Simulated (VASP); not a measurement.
Crystal: Ga3IrRu.

```
Ga Ru Ir
1.0
     4.24952    0.00000    0.00000
    -2.12476    3.68019    0.00000
     0.00000    0.00000    5.70225
Ga Ru Ir
3 1 1
Direct
  0.50000 0.00000 0.00000
  0.00000 0.50000 0.00000
  0.50000 0.50000 0.00000
  0.00000 0.00000 0.50000
  0.00000 0.00000 0.00000
```

The cell was built from a structure type or drawn by symmetry, and may not be a known phase.

| Property | Result |
| --- | --- |
| Program | VASP 6.6.1 |
| Task | relaxation of cell and atoms |
| Functional | PBE |
| Potentials or basis | VASP PAW PBE potentials, release 64 (Ga_d, Ru_pv, Ir) |
| Cutoff | 600 eV |
| k mesh | 6 × 6 × 4 |
| Occupations | gaussian, width 0.1 eV |
| Spin | no spin polarisation |

At the start: pressure 84.4 GPa; volume 17.84 Å³/atom.

Where does the relaxation end?

Over 14 steps the energy falls by 2349.3 meV/atom and the volume is 22.02 Å³/atom (+23.5 %); space group P6/mmm (No. 191, to 0.1 Å) before and after.

The path:
```csv
step,energy change (eV),largest force (eV/Å),pressure (GPa),volume (Å³)
1,0.0000,0.0000,84.44,89.18
2,-3.9015,0.0000,-12.71,245.32
3,-9.9367,0.0000,-11.46,145.42
4,-10.3553,0.0000,-10.30,138.60
5,-10.2655,0.0000,5.69,115.46
6,-10.7202,0.0000,-6.50,129.15
7,-10.7469,0.0000,-4.31,125.67
8,-10.7474,0.0000,-4.84,126.46
9,-11.4908,0.0000,-2.77,116.42
10,-11.7381,0.0000,0.50,109.83
11,-11.7404,0.0000,1.33,108.74
12,-11.7413,0.0000,1.00,109.13
13,-11.7432,0.0000,-0.61,110.89
14,-11.7466,0.0000,0.14,110.10
```

Final structure:
```
Ga Ru Ir
1.0
     5.14998    0.00000    0.00000
    -2.57499    4.46002    0.00000
     0.00000    0.00000    4.79333
Ga Ru Ir
3 1 1
Direct
  0.50000 0.00000 0.00000
  0.00000 0.50000 0.00000
  0.50000 0.50000 0.00000
  0.00000 0.00000 0.50000
  0.00000 0.00000 0.00000
```

Caveat: the volume moved by over 15 % at a fixed basis, so the end points are rough.
